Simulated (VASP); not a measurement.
# CO2 (I-42d) in VASP: a series of runs

The runs below take CO2 through single point, with PBE, LDA.

Everything below comes from runs of VASP 6.6.1. Logs are shortened: lines on timing, memory, paths and dates and some standing lists are left out, and cuts for length are marked.

### 1 The cell of the first run

It takes space group I-42d (No. 122, tetragonal). The conventional cell has a = 3.910 Å, b = 3.910 Å, c = 5.935 Å, α = 90.00°, β = 90.00°, γ = 90.00°. C (site symmetry -4) has 4 O at 1.39 Å within 1.9 Å. Within 1.9 Å of O (site symmetry 2) lie 2 C at 1.39 Å.

### 2 Single point, PBE

INCAR

```
SYSTEM = CO2
PREC = Accurate
ENCUT = 910
EDIFF = 1E-6
ISMEAR = -1
SIGMA = 0.02
LREAL = .False.
LASPH = .True.
NELM = 120
ALGO = Normal
ISIF = 2
LWAVE = .False.
LCHARG = .False.
GGA = PE
NBANDS = 25
GGA_COMPAT = .False.
```

KPOINTS

```
Automatic mesh
0
Gamma
  10 10 10
  0 0 0
```

POSCAR

```
CO2
1.0
   -1.9548127153      1.9548127153      2.9673315043
    1.9548127153     -1.9548127153      2.9673315043
    1.9548127153      1.9548127153     -2.9673315043
C O
2 4
Direct
    0.0000000000      0.0000000000      0.0000000000
    0.7500000000      0.2500000000      0.5000000000
    0.3750000000      0.2923507872      0.4173507872
    0.7076492128      0.1250000000      0.0826492128
    0.8750000000      0.9576492128      0.5826492128
    0.0423507872      0.6250000000      0.9173507872
```

Potentials or basis: VASP PAW PBE potentials, release 64 (C_h, O_h).

Started as:

```sh
$ cat potpaw_PBE.64/C_h/POTCAR potpaw_PBE.64/O_h/POTCAR > POTCAR
$ mpirun -np 1 vasp_std > vasp.out
```

OUTCAR:

```text
SYSTEM = CO2
   PREC = Accurate
   ENCUT = 910
   EDIFF = 1E-6
   ISMEAR = -1
   LREAL = .False.
   LASPH = .True.
   NELM = 120
   ISIF = 2
   GGA = PE

 ion  position               nearest neighbor table
   1  0.000  0.000  0.000-   3 1.39   4 1.39   5 1.39   6 1.39
   2  0.750  0.250  0.500-   3 1.39   4 1.39   5 1.39   6 1.39
   3  0.375  0.292  0.417-   1 1.39   2 1.39
   4  0.708  0.125  0.083-   1 1.39   2 1.39
   5  0.875  0.958  0.583-   1 1.39   2 1.39
   6  0.042  0.625  0.917-   1 1.39   2 1.39

  LATTYP: Found a body centered tetragonal cell.
 ALAT       =     3.9096254306
 C/A-ratio  =     1.5179620437

  Lattice vectors:

 A1 = (  -1.9548127153,   1.9548127153,   2.9673315043)
 A2 = (   1.9548127153,  -1.9548127153,   2.9673315043)
 A3 = (   1.9548127153,   1.9548127153,  -2.9673315043)

Analysis of symmetry for initial positions (statically):
=====================================================================
 Subroutine PRICEL returns:
 Original cell was already a primitive cell.

 Routine SETGRP: Setting up the symmetry group for a
 body centered tetragonal supercell.

 Subroutine GETGRP returns: Found  8 space group operations
 (whereof  4 operations were pure point group operations)
 out of a pool of 16 trial point group operations.

The static configuration has the point symmetry S_4 .
 The point group associated with its full space group is D_2d.

Analysis of symmetry for dynamics (positions and initial velocities):
=====================================================================
 Subroutine PRICEL returns:
 Original cell was already a primitive cell.

 Routine SETGRP: Setting up the symmetry group for a
 body centered tetragonal supercell.

 Subroutine GETGRP returns: Found  8 space group operations
 (whereof  4 operations were pure point group operations)
 out of a pool of 16 trial point group operations.

The dynamic configuration has the point symmetry S_4 .
 The point group associated with its full space group is D_2d.

 Subroutine INISYM returns: Found  8 space group operations
 (whereof  4 operations are pure point group operations),
 and found     1 'primitive' translations

----------------------------------------------------------------------------------------

                                     Primitive cell

  volume of cell :      45.3562

  direct lattice vectors                    reciprocal lattice vectors
    -1.954812715  1.954812715  2.967331504     0.000000000  0.255778979  0.168501564
     1.954812715 -1.954812715  2.967331504     0.255778979  0.000000000  0.168501564
     1.954812715  1.954812715 -2.967331504     0.255778979  0.255778979  0.000000000

  length of vectors
     4.055569228  4.055569228  4.055569228     0.306293427  0.306293427  0.361726101

  position of ions in fractional coordinates (direct lattice)
     0.000000000  0.000000000  0.000000000
     0.750000000  0.250000000  0.500000000
     0.375000000  0.292350787  0.417350787
     0.707649213  0.125000000  0.082649213
     0.875000000  0.957649213  0.582649213
     0.042350787  0.625000000  0.917350787

  ion indices of the primitive-cell ions
   primitive index   ion index
                 1           1
                 2           2
                 3           3
                 4           4
                 5           5
                 6           6

----------------------------------------------------------------------------------------

 KPOINTS: Automatic mesh

Automatic generation of k-mesh.
 Grid dimensions read from file:
 generate k-points for:   10   10   10

 Generating k-lattice:

  Cartesian coordinates                     Fractional coordinates (reciprocal lattice)
     0.000000000  0.025577898  0.016850156     0.100000000 -0.000000000  0.000000000
     0.025577898  0.000000000  0.016850156    -0.000000000  0.100000000  0.000000000
     0.025577898  0.025577898  0.000000000     0.000000000  0.000000000  0.100000000

  Length of vectors
     0.030629343  0.030629343  0.036172610

  Shift w.r.t. Gamma in fractional coordinates (k-lattice)
     0.000000000  0.000000000  0.000000000

 Subroutine IBZKPT returns following result:
 ===========================================

 Found    102 irreducible k-points:

 Following reciprocal coordinates:
            Coordinates               Weight
  0.000000  0.000000  0.000000      1.000000
  0.100000  0.000000 -0.000000      8.000000
  0.200000  0.000000 -0.000000      8.000000
  0.300000  0.000000 -0.000000      8.000000
  0.400000  0.000000 -0.000000      8.000000
  0.500000  0.000000 -0.000000      4.000000
[... 16 lines left out ...]
  0.300000  0.300000 -0.000000      8.000000
  0.400000  0.300000 -0.000000     16.000000
 [... further k-points ...]
   k-points           NKPTS =    102   k-points in BZ     NKDIM =    102   number of bands    NBANDS=     25
   number of dos      NEDOS =    301   number of ions     NIONS =      6
   total plane-waves  NPLWV =  64000
   dimension x,y,z NGX =    40 NGY =   40 NGZ =   40
   dimension x,y,z NGXF=    80 NGYF=   80 NGZF=   80
   ions per type =               2   4
   NGX,Y,Z   is equivalent  to a cutoff of  16.40, 16.40, 16.40 a.u.
   NGXF,Y,Z  is equivalent  to a cutoff of  32.79, 32.79, 32.79 a.u.
 SYSTEM =  CO2
   PREC   = accura    normal or accurate (medium, high low for compatibility)
   ISTART =      0    job   : 0-new  1-cont  2-samecut
   ICHARG =      2    charge: 1-file 2-atom 10-const
   ISPIN  =      1    spin polarized calculation?
   LNONCOLLINEAR =      F non collinear calculations
   LSORBIT =      F    spin-orbit coupling
   LASPH  =      T    aspherical Exc in radial PAW
   ENCUT  =  910.0 eV  66.88 Ry    8.18 a.u.   9.98  9.98  9.98*2*pi/ulx,y,z
   NELM   =    120;   NELMIN=  2; NELMDL= -5     # of ELM steps
   EDIFF  = 0.1E-05   stopping-criterion for ELM
   LREAL  =      F    real-space projection
   EDIFFG = 0.1E-04   stopping-criterion for IOM
   NSW    =      0    number of steps for IOM
   IBRION =     -1    ionic relax: 0-MD 1-quasi-New 2-CG
   NFREE  =      0    steps in history (QN), initial steepest desc. (CG)
   ISIF   =      2    stress and relaxation
   ISYM   =      2    0-nonsym 1-usesym 2-fastsym
   POTIM  = 0.5000    time-step for ionic-motion
   TEBEG  =    0.0;   TEEND  =   0.0 temperature during run
   PSTRESS=    0.0 pullay stress
   NELECT =      32.0000    total number of electrons
   NUPDOWN=      -1.0000    fix difference up-down
   EMIN   =  10.00;   EMAX   =-10.00  energy-range for DOS
   EFERMI =   0.00;   METHOD = LEGACY
   ISMEAR =    -1;   SIGMA  =   0.02  broadening in eV -4-tet -1-fermi 0-gaus
   EFERMI_NEDOS =   21; number of points for ismear=-14 and -15
   IALGO  =     38    algorithm
   IMIX   =      4    mixing-type and parameters
     AMIX     =   0.40;   BMIX     =  1.00
     AMIX_MAG =   1.60;   BMIX_MAG =  1.00
  volume/ion in A,a.u.               =       7.56        51.01
  Fermi-wavevector in a.u.,A,eV,Ry     =   1.457402  2.754090 28.899055  2.124021
  Thomas-Fermi vector in A             =   2.574208
   LORBIT       =      0    0 simple, 1 ext, 2 COOP (PROOUT), +10 PAW based schemes
   GGA     = PE    functional components
   LHFCALC =     F    Hartree Fock is set to
   AEXX    =    0.0000 exact exchange contribution
   IVDW    =     0    specifies the selected vdW correction
   LEPSILON=     F    determine dielectric tensor
   LRPA    =     F    only Hartree local field effects (RPA)
 non-spin polarized calculation
  energy-cutoff  :      910.00
  volume of cell :       45.36
 maximum number of plane-waves:      2858
   NGX = 19   NGY = 19   NGZ = 19

 number of electron      31.9999999 magnetization

 Free energy of the ion-electron system (eV)
  ---------------------------------------------------
  ext. energy  EPLUGINS =         0.00000000
  ---------------------------------------------------
  free energy    TOTEN  =       -43.66007248 eV

  energy without entropy =      -43.66007248  energy(sigma->0) =      -43.66007248

 E-fermi :   3.9551     XC(G=0): -11.3029

 val. band max:        3.4840512790   @ k =   0.5000   0.0000  -0.0000
 cond. band min:      11.2786791833   @ k =   0.0000   0.0000   0.0000
 fundamental gap:      7.7946279043
 Fermi energy:         3.9551213255

 k-point     1 :       0.0000    0.0000    0.0000
  band No.  band energies     occupation
      1     -20.7591      2.00000
      2     -15.5415      2.00000
      3     -15.5415      2.00000
      4     -14.8392      2.00000
      5     -11.1748      2.00000
      6      -6.3118      2.00000
[... 17 lines left out ...]
     24      18.8973      0.00000
     25      18.8973      0.00000

 k-point     2 :       0.1000    0.0000   -0.0000
  band No.  band energies     occupation
      1     -20.6922      2.00000
      2     -15.6927      2.00000
      3     -15.5602      2.00000
      4     -14.9417      2.00000
      5     -10.9547      2.00000
      6      -6.2994      2.00000
[... 17 lines left out ...]
     24      18.8535      0.00000
     25      18.9912      0.00000

 k-point     3 :       0.2000    0.0000   -0.0000
  band No.  band energies     occupation
      1     -20.4987      2.00000
      2     -16.1602      2.00000
      3     -15.6037      2.00000
      4     -15.0876      2.00000
      5     -10.4526      2.00000
      6      -6.2852      2.00000
[... 552 lines left out ...]
 k-point    23 :       0.3000    0.3000   -0.0000
  band No.  band energies     occupation
      1     -19.4501      2.00000
      2     -17.8628      2.00000
      3     -15.7964      2.00000
      4     -15.4573      2.00000
      5      -8.8101      2.00000
      6      -6.8572      2.00000
[... 17 lines left out ...]
     24      18.4008      0.00000
     25      18.6709      0.00000

 k-point    24 :       0.4000    0.3000   -0.0000
  band No.  band energies     occupation
      1     -19.2143      2.00000
      2     -18.1522      2.00000
      3     -15.7749      2.00000
      4     -15.5030      2.00000
      5      -8.6039      2.00000
      6      -7.1750      2.00000
[... 17 lines left out ...]
     24      18.3972      0.00000
     25      18.9471      0.00000

 [... further k-points ...]

------------------------ aborting loop because EDIFF is reached ----------------------------------------

  FORCE on cell =-STRESS in cart. coord.  units (eV):
  Direction    XX          YY          ZZ          XY          YZ          ZX
  --------------------------------------------------------------------------------------
  -------------------------------------------------------------------------------------
  Total        2.0537363      2.0537363      1.9025628      0.0000000      0.0000000      0.0000000
  in kB       72.5469064     72.5469064     67.2068000      0.0000000      0.0000000      0.0000000
  external PRESSURE =      70.7668710 kB  Pullay stress =       0.0000000 kB

 VOLUME and BASIS-vectors are now :
 -----------------------------------------------------------------------------
  energy-cutoff  :      910.00
  volume of cell :       45.36
      direct lattice vectors                 reciprocal lattice vectors
    -1.954812715  1.954812715  2.967331504     0.000000000  0.255778979  0.168501564
     1.954812715 -1.954812715  2.967331504     0.255778979  0.000000000  0.168501564
     1.954812715  1.954812715 -2.967331504     0.255778979  0.255778979  0.000000000

 POSITION                                       TOTAL-FORCE (eV/Angst)
 -----------------------------------------------------------------------------------
      0.00000      0.00000      0.00000        -0.000000      0.000000     -0.000000
      0.00000      1.95481      1.48367        -0.000000      0.000000      0.000000
      0.65428      0.97741      0.74183         0.269578     -0.000000      0.000000
     -0.97741      1.30053      2.22550         0.000000     -0.269578     -0.000000
      1.30053      0.97741      3.70916        -0.269578      0.000000     -0.000000
      2.93222      0.65428     -0.74183        -0.000000      0.269578      0.000000
 -----------------------------------------------------------------------------------
    total drift:                                0.000001      0.000001      0.000001

  FREE ENERGIE OF THE ION-ELECTRON SYSTEM (eV)
  ---------------------------------------------------
  free  energy   TOTEN  =       -43.6600724762 eV

  energy  without entropy=      -43.6600724762  energy(sigma->0) =      -43.66007248
```

It took 2.9 min on 1 thread of Intel Xeon Platinum 8488C (Sapphire Rapids), shared host; peak memory 0.36 GiB.

What came out:

| Quantity | Value |
| --- | --- |
| Free energy | -43.6601 eV |
| Pressure | 7.1 GPa |
| Largest force | 0.270 eV/Å |
| Band gap on the k mesh | 7.79 eV (least direct gap 8.21 eV) |

Forces on the atoms (eV/Å):
```
C    0.000  0.000  0.000
C    0.000  0.000  0.000
O    0.270  0.000  0.000
O    0.000 -0.270  0.000
O   -0.270  0.000  0.000
O    0.000  0.270  0.000
```

Caveat: the cutoff is under 1.25 times the usual one of these potentials, so pressure, stress and relaxed cells hold a basis-set (Pulay) error; the cell stands under pressure.

(Continued in part 2 of 2.)
